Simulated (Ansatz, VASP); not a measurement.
# One calculation of BaRu3, two programs

INCAR

```
PREC = Accurate ; ENCUT = 520
EDIFF = 1E-6 ; ISMEAR = 0
SIGMA = 0.05 ; LREAL = F
LASPH = T ; NELM = 80
ALGO = Normal ; ISIF = 2
LWAVE = F ; LCHARG = T
GGA = PS ; LELF = T
LVHAR = T ; NBANDS = 34
```

The input KPOINTS:

```
regular mesh
0
Gamma
  8 8 8
```

The input POSCAR:

```
BaRu3
1.0
    4.4595552788      0.0000000000      0.0000000000
    0.0000000000      4.4595552788      0.0000000000
    0.0000000000      0.0000000000      4.4595552788
Ba Ru
1 3
Direct
    0.0000000000      0.0000000000      0.0000000000
    0.0000000000      0.5000000000      0.5000000000
    0.5000000000      0.5000000000      0.0000000000
    0.5000000000      0.0000000000      0.5000000000
```

Input for Ansatz:

```yaml
crystal:
  lattice:
    - [4.4595552788, 0.0, 0.0]
    - [0.0, 4.4595552788, 0.0]
    - [0.0, 0.0, 4.4595552788]
  atoms:
    - { symbol: Ba, position: [0.0, 0.0, 0.0] }
    - { symbol: Ru, position: [0.0, 0.5, 0.5] }
    - { symbol: Ru, position: [0.5, 0.5, 0.0] }
    - { symbol: Ru, position: [0.5, 0.0, 0.5] }
basis:
  ecutwfc: 420
  ecutrho_ratio: 4
kpoints:
  mp_grid: { grid: [8, 8, 8] }
hamiltonian:
  xc: pbesol
scf:
  occupations: { method: gaussian, width: 0.05 }
output:
  forces: true
  stress: true
  eigenvalues: true
```

Alike in both runs: task single point; functional PBEsol; k mesh 8 × 8 × 8; occupations gaussian, width 0.05 eV; no spin polarisation.

|  | VASP | Ansatz |
| --- | --- | --- |
| version | VASP 6.6.1 | Ansatz 0.2.0 |
| potentials or method | VASP PAW PBE potentials, release 64 (Ba_sv, Ru_pv), cutoff 520 eV | scalar-relativistic, plane waves, PAW |
| valence electrons in the cell | 52 | 58 |

Ansatz gave:

| Quantity | Value |
| --- | --- |
| gap on the k mesh at the Fermi level (eV) | none |
| pressure (GPa) | -18.8 |

Question: What did VASP give for the same quantities?

Answer: gap on the k mesh at the Fermi level (eV): none; pressure (GPa): -17.4.

VASP's potentials were made for PBE, not for PBEsol. A gap of «none» marks a metal or a gap that the smearing closes. With one functional, cell and mesh, what is left measures potentials, basis and numerics. VASP's potentials hold 52 valence electrons a cell and Ansatz's 58, so a difference there can come from the potentials and not from the codes.

Spin-orbit coupling is off throughout.
